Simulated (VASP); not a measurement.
# SiC (F-43m) in VASP: notebook

SiC is run at these levels: PBE; tasks: relaxation of cell and atoms.

Everything below comes from runs of VASP 6.6.1. Logs are shortened: lines on timing, memory, paths and dates and some standing lists are left out, and cuts for length are marked.

## (1) The cell of the first run

It takes space group F-43m (No. 216, cubic). Conventional cell: a = 4.358 Å, b = 4.358 Å, c = 4.358 Å, α = 90.00°, β = 90.00°, γ = 90.00°. Within 2.5 Å of Si (site symmetry -43m) lie 4 C at 1.89 Å. C (site symmetry -43m) has 4 Si at 1.89 Å within 2.5 Å.

## (2) Relaxation of cell and atoms, PBE, target pressure 2 GPa, at which the enthalpy is minimised

The input, INCAR:

```
PREC = Accurate
ENCUT = 600
EDIFF = 1E-7
ISMEAR = -1
SIGMA = 0.05
LREAL = False
LASPH = True
NELM = 120
ALGO = Normal
ISIF = 3
LWAVE = False
LCHARG = False
GGA = PE
IBRION = 2
NSW = 80
EDIFFG = -0.01
PSTRESS = 20.0
GGA_COMPAT = False
NELMIN = 4
```

The input, KPOINTS:

```
regular mesh
0
Gamma
  10 10 10
```

The input, POSCAR:

```
SiC
1.0
    0.0000000000      2.1790000000      2.1790000000
    2.1790000000      0.0000000000      2.1790000000
    2.1790000000      2.1790000000      0.0000000000
Si C
1 1
Direct
    0.0000000000      0.0000000000      0.0000000000
    0.7500000000      0.7500000000      0.7500000000
```

Potentials or basis: VASP PAW PBE potentials, release 64 (Si, C).

Command:

```
$ cat potpaw_PBE.64/Si/POTCAR potpaw_PBE.64/C/POTCAR > POTCAR
$ mpirun -np 1 vasp_std > vasp.out
```

OUTCAR:

```text
PREC = Accurate
   ENCUT = 600
   EDIFF = 1E-7
   ISMEAR = -1
   LREAL = False
   LASPH = True
   NELM = 120
   ISIF = 3
   GGA = PE
   IBRION = 2
   NSW = 80
   EDIFFG = -0.01
   PSTRESS = 20.0
   NELMIN = 4

 ion  position               nearest neighbor table
   1  0.000  0.000  0.000-   2 1.89   2 1.89   2 1.89   2 1.89
   2  0.750  0.750  0.750-   1 1.89   1 1.89   1 1.89   1 1.89

  LATTYP: Found a face centered cubic cell.
 ALAT       =     4.3580000000

  Lattice vectors:

 A1 = (   0.0000000000,   2.1790000000,   2.1790000000)
 A2 = (   2.1790000000,   0.0000000000,   2.1790000000)
 A3 = (   2.1790000000,   2.1790000000,   0.0000000000)

Analysis of symmetry for initial positions (statically):
=====================================================================
 Subroutine PRICEL returns:
 Original cell was already a primitive cell.

 Routine SETGRP: Setting up the symmetry group for a
 face centered cubic supercell.

 Subroutine GETGRP returns: Found 24 space group operations
 (whereof 24 operations were pure point group operations)
 out of a pool of 48 trial point group operations.

The static configuration has the point symmetry T_d .

Analysis of symmetry for dynamics (positions and initial velocities):
=====================================================================
 Subroutine PRICEL returns:
 Original cell was already a primitive cell.

 Routine SETGRP: Setting up the symmetry group for a
 face centered cubic supercell.

 Subroutine GETGRP returns: Found 24 space group operations
 (whereof 24 operations were pure point group operations)
 out of a pool of 48 trial point group operations.

The dynamic configuration has the point symmetry T_d .

 Subroutine INISYM returns: Found 24 space group operations
 (whereof 24 operations are pure point group operations),
 and found     1 'primitive' translations

----------------------------------------------------------------------------------------

                                     Primitive cell

  volume of cell :      20.6920

  direct lattice vectors                    reciprocal lattice vectors
     0.000000000  2.179000000  2.179000000    -0.229463056  0.229463056  0.229463056
     2.179000000  0.000000000  2.179000000     0.229463056 -0.229463056  0.229463056
     2.179000000  2.179000000  0.000000000     0.229463056  0.229463056 -0.229463056

  length of vectors
     3.081571352  3.081571352  3.081571352     0.397441672  0.397441672  0.397441672

  position of ions in fractional coordinates (direct lattice)
     0.000000000  0.000000000  0.000000000
     0.750000000  0.750000000  0.750000000

  ion indices of the primitive-cell ions
   primitive index   ion index
                 1           1
                 2           2

----------------------------------------------------------------------------------------

 KPOINTS: regular mesh

Automatic generation of k-mesh.
 Grid dimensions read from file:
 generate k-points for:   10   10   10

 Generating k-lattice:

  Cartesian coordinates                     Fractional coordinates (reciprocal lattice)
    -0.022946306  0.022946306  0.022946306     0.100000000  0.000000000  0.000000000
     0.022946306 -0.022946306  0.022946306     0.000000000  0.100000000  0.000000000
     0.022946306  0.022946306 -0.022946306     0.000000000  0.000000000  0.100000000

  Length of vectors
     0.039744167  0.039744167  0.039744167

  Shift w.r.t. Gamma in fractional coordinates (k-lattice)
     0.000000000  0.000000000  0.000000000

 Subroutine IBZKPT returns following result:
 ===========================================

 Found     47 irreducible k-points:

 Following reciprocal coordinates:
            Coordinates               Weight
  0.000000  0.000000  0.000000      1.000000
  0.100000  0.000000  0.000000      8.000000
  0.200000  0.000000  0.000000      8.000000
  0.300000  0.000000  0.000000      8.000000
  0.400000  0.000000  0.000000      8.000000
  0.500000  0.000000  0.000000      4.000000
[... 16 lines left out ...]
  0.300000  0.300000  0.000000      6.000000
  0.400000  0.300000  0.000000     24.000000
 [... further k-points ...]
   k-points           NKPTS =     47   k-points in BZ     NKDIM =     47   number of bands    NBANDS=      8
   number of dos      NEDOS =    301   number of ions     NIONS =      2
   total plane-waves  NPLWV =  21952
   dimension x,y,z NGX =    28 NGY =   28 NGZ =   28
   dimension x,y,z NGXF=    56 NGYF=   56 NGZF=   56
   ions per type =               1   1
   NGX,Y,Z   is equivalent  to a cutoff of  15.11, 15.11, 15.11 a.u.
   NGXF,Y,Z  is equivalent  to a cutoff of  30.21, 30.21, 30.21 a.u.
 SYSTEM =  unknown system
   PREC   = accura    normal or accurate (medium, high low for compatibility)
   ISTART =      0    job   : 0-new  1-cont  2-samecut
   ICHARG =      2    charge: 1-file 2-atom 10-const
   ISPIN  =      1    spin polarized calculation?
   LNONCOLLINEAR =      F non collinear calculations
   LSORBIT =      F    spin-orbit coupling
   LASPH  =      T    aspherical Exc in radial PAW
   ENCUT  =  600.0 eV  44.10 Ry    6.64 a.u.   6.15  6.15  6.15*2*pi/ulx,y,z
   NELM   =    120;   NELMIN=  4; NELMDL= -5     # of ELM steps
   EDIFF  = 0.1E-06   stopping-criterion for ELM
   LREAL  =      F    real-space projection
   EDIFFG = -.1E-01   stopping-criterion for IOM
   NSW    =     80    number of steps for IOM
   IBRION =      2    ionic relax: 0-MD 1-quasi-New 2-CG
   NFREE  =      1    steps in history (QN), initial steepest desc. (CG)
   ISIF   =      3    stress and relaxation
   ISYM   =      2    0-nonsym 1-usesym 2-fastsym
   POTIM  = 0.5000    time-step for ionic-motion
   TEBEG  =    0.0;   TEEND  =   0.0 temperature during run
   PSTRESS=   20.0 pullay stress
   NELECT =       8.0000    total number of electrons
   NUPDOWN=      -1.0000    fix difference up-down
   EMIN   =  10.00;   EMAX   =-10.00  energy-range for DOS
   EFERMI =   0.00;   METHOD = LEGACY
   ISMEAR =    -1;   SIGMA  =   0.05  broadening in eV -4-tet -1-fermi 0-gaus
   EFERMI_NEDOS =   21; number of points for ismear=-14 and -15
   IALGO  =     38    algorithm
   IMIX   =      4    mixing-type and parameters
     AMIX     =   0.40;   BMIX     =  1.00
     AMIX_MAG =   1.60;   BMIX_MAG =  1.00
  volume/ion in A,a.u.               =      10.35        69.82
  Fermi-wavevector in a.u.,A,eV,Ry     =   1.192626  2.253736 19.352338  1.422357
  Thomas-Fermi vector in A             =   2.328660
   LORBIT       =      0    0 simple, 1 ext, 2 COOP (PROOUT), +10 PAW based schemes
   GGA     = PE    functional components
   LHFCALC =     F    Hartree Fock is set to
   AEXX    =    0.0000 exact exchange contribution
   IVDW    =     0    specifies the selected vdW correction
   LEPSILON=     F    determine dielectric tensor
   LRPA    =     F    only Hartree local field effects (RPA)
 conjugate gradient relaxation of ions
 non-spin polarized calculation
  energy-cutoff  :      600.00
  volume of cell :       20.69
 maximum number of plane-waves:       701
 NGX is ok and might be reduce to    28
   NGX = 13   NGY = 13   NGZ = 13

--------------------------------------- Ionic step        1  -------------------------------------------

 number of electron       8.0000000 magnetization

 Free energy of the ion-electron system (eV)
  ---------------------------------------------------
  ext. energy  EPLUGINS =         0.00000000
  ---------------------------------------------------
  free energy    TOTEN  =       -15.05911973 eV

  energy without entropy =      -15.05911971  energy(sigma->0) =      -15.05911972

------------------------ aborting loop because EDIFF is reached ----------------------------------------

  FORCE on cell =-STRESS in cart. coord.  units (eV):
  Direction    XX          YY          ZZ          XY          YZ          ZX
  --------------------------------------------------------------------------------------
  -------------------------------------------------------------------------------------
  Total        0.3967973      0.3967973      0.3967973      0.0000000      0.0000000      0.0000000
  in kB       30.7239865     30.7239865     30.7239865      0.0000000      0.0000000      0.0000000
  external PRESSURE =      10.7239865 kB  Pullay stress =      20.0000000 kB
[... 61 lines left out ...]
  enthalpy is  TOTEN    =       -14.8007656357 eV   P V=        0.2608954463

--------------------------------------- Ionic step        3  -------------------------------------------

 number of electron       8.0000000 magnetization

 Free energy of the ion-electron system (eV)
  ---------------------------------------------------
  ext. energy  EPLUGINS =         0.00000000
  ---------------------------------------------------
  free energy    TOTEN  =       -15.06068879 eV

  energy without entropy =      -15.06068878  energy(sigma->0) =      -15.06068878

 E-fermi :   8.7528     XC(G=0): -11.3352

 val. band max:        8.0526841936   @ k =   0.0000   0.0000   0.0000
 cond. band min:       9.4144898912   @ k =   0.5000   0.5000   0.0000
 fundamental gap:      1.3618056976
 Fermi energy:         8.7527912337

 k-point     1 :       0.0000    0.0000    0.0000
  band No.  band energies     occupation
      1      -7.3129      2.00000
      2       8.0527      2.00000
      3       8.0527      2.00000
      4       8.0527      2.00000
      5      14.2301      0.00000
      6      15.3275      0.00000
      7      15.3275      0.00000
      8      15.3275      0.00000
[... 243 lines left out ...]
 k-point    24 :       0.4000    0.3000    0.0000
  band No.  band energies     occupation
      1      -4.1847      2.00000
      2       2.4782      2.00000
      3       4.9113      2.00000
      4       5.4358      2.00000
      5      10.9193      0.00000
      6      13.6579      0.00000
      7      19.6233      0.00000
      8      19.9396      0.00000

 [... further k-points ...]

------------------------ aborting loop because EDIFF is reached ----------------------------------------

  FORCE on cell =-STRESS in cart. coord.  units (eV):
  Direction    XX          YY          ZZ          XY          YZ          ZX
  --------------------------------------------------------------------------------------
  -------------------------------------------------------------------------------------
  Total        0.2607358      0.2607358      0.2607358      0.0000000     -0.0000000     -0.0000000
  in kB       20.0923375     20.0923375     20.0923375      0.0000000     -0.0000000     -0.0000000
  external PRESSURE =       0.0923375 kB  Pullay stress =      20.0000000 kB
[... 17 lines left out ...]
  FREE ENERGIE OF THE ION-ELECTRON SYSTEM (eV)
  ---------------------------------------------------
  free  energy   TOTEN  =       -15.0606887916 eV

  energy  without entropy=      -15.0606887753  energy(sigma->0) =      -15.06068878

  enthalpy is  TOTEN    =       -14.8011512747 eV   P V=        0.2595375169

 reached required accuracy - stopping structural energy minimisation
```

It took 16 s on 1 thread of AMD EPYC 9R45 (Zen 5), shared host; peak memory 0.12 GiB.

Results:

| Item | Value |
| --- | --- |
| Free energy | -15.0607 eV |
| Relaxed volume | 10.40 Å³/atom |
| Relaxed cell | a = 3.086 Å, b = 3.086 Å, c = 3.086 Å, α = 60.00°, β = 60.00°, γ = 60.00° |
| Space group after relaxing (to 0.1 Å) | F-43m (No. 216) |
| Energy change on relaxing (the run minimises the enthalpy) | -0.8 meV/atom |
| Ionic steps | 3 |
| Pressure after relaxing | 2.0 GPa |
| Band gap on the k mesh | 1.36 eV (least direct gap 4.54 eV) |

The path:
| step | energy change (eV) | largest force (eV/Å) | pressure (GPa) | volume (Å³) |
| --- | --- | --- | --- | --- |
| 1 | 0.0000 | 0.0000 | 3.07 | 20.69 |
| 2 | -0.0025 | 0.0000 | 0.87 | 20.90 |
| 3 | -0.0016 | 0.0000 | 2.01 | 20.79 |

Final structure:
```cif
data_structure
_symmetry_space_group_name_H-M 'P 1'
_symmetry_Int_Tables_number 1
_cell_length_a 3.0865
_cell_length_b 3.0865
_cell_length_c 3.0865
_cell_angle_alpha 60.000
_cell_angle_beta 60.000
_cell_angle_gamma 60.000
_cell_volume 20.79
loop_
_atom_site_label
_atom_site_type_symbol
_atom_site_fract_x
_atom_site_fract_y
_atom_site_fract_z
_atom_site_occupancy
Si1 Si 0.00000 0.00000 0.00000 1
C1 C 0.75000 0.75000 0.75000 1
```

Caveat: the cell is relaxed towards a set pressure, so the run minimises the enthalpy, not the energy. Zero-point motion and thermal expansion aren't in these numbers.

## (3) Relaxation of cell and atoms, PBE, target pressure 10 GPa, at which the enthalpy is minimised

The input, INCAR:

```
SYSTEM = SiC
ALGO     = Normal         ! electronic algorithm
EDIFF    = 1E-7           ! SCF threshold, eV
EDIFFG   = -0.01          ! ionic threshold
ENCUT    = 600            ! plane-wave cutoff, eV
GGA      = PE             ! functional
GGA_COMPAT= .False.      
IBRION   = 2              ! ionic algorithm
ISIF     = 3              ! what is computed and relaxed
ISMEAR   = -1             ! smearing method
LASPH    = .True.         ! aspherical terms in the spheres
LCHARG   = .False.        ! write CHGCAR
LREAL    = .False.        ! projectors in reciprocal space
LWAVE    = .False.        ! write WAVECAR
NELM     = 120            ! most SCF steps
NELMIN   = 4            
NSW      = 80             ! ionic steps
PREC     = Accurate       ! precision mode
PSTRESS  = 100.0        
SIGMA    = 0.05           ! smearing width, eV
```

The input, KPOINTS:

```
k-points
0
Gamma
  10 10 10
  0 0 0
```

POSCAR is that of step 2.

Potentials or basis: VASP PAW PBE potentials, release 64 (Si, C).

Command:

```
$ cat potpaw_PBE.64/Si/POTCAR potpaw_PBE.64/C/POTCAR > POTCAR
$ mpirun -np 1 vasp_std > vasp.out
```

Run time: 20 s. Hardware: 1 thread of AMD EPYC 9R45 (Zen 5), shared host; peak memory 0.12 GiB.

It converged, with:

```
Free energy                                                : -15.0354 eV
Relaxed volume                                             : 10.05 Å³/atom
Relaxed cell                                               : a = 3.052 Å, b = 3.052 Å, c = 3.052 Å, α = 60.00°, β = 60.00°, γ = 60.00°
Space group after relaxing (to 0.1 Å)                      : F-43m (No. 216)
Energy change on relaxing (the run minimises the enthalpy) : +11.9 meV/atom
Ionic steps                                                : 3
Pressure after relaxing                                    : 10.0 GPa
Band gap on the k mesh                                     : 1.33 eV (least direct gap 4.57 eV)
```

Step by step:
| step | energy change (eV) | largest force (eV/Å) | pressure (GPa) | volume (Å³) |
| --- | --- | --- | --- | --- |
| 1 | 0.0000 | 0.0000 | 3.07 | 20.69 |
| 2 | 0.0896 | 0.0000 | 19.70 | 19.38 |
| 3 | 0.0238 | 0.0000 | 9.95 | 20.10 |

Final structure:
```
CELL_PARAMETERS angstrom
0.00000 2.15801 2.15801
2.15801 0.00000 2.15801
2.15801 2.15801 0.00000
ATOMIC_POSITIONS crystal
Si 0.00000 0.00000 0.00000
C 0.75000 0.75000 0.75000
```

Levels at points of the mesh, in eV from the valence-band top:
```
           k point  band 1  band 2  band 3  band 4  band 5  band 6  band 7  band 8
(0.00, 0.00, 0.00)  -15.63    0.00    0.00    0.00    6.58    7.51    7.51    7.51
(0.50, 0.00, 0.00)  -11.96   -8.70   -1.06   -1.06    5.70    7.35    7.35   10.22
(0.50, 0.50, 0.00)  -10.48   -7.89   -3.24   -3.24    1.33    4.43   14.38   14.38
```

Caveat: the cell is relaxed towards a set pressure, so the run minimises the enthalpy, not the energy.
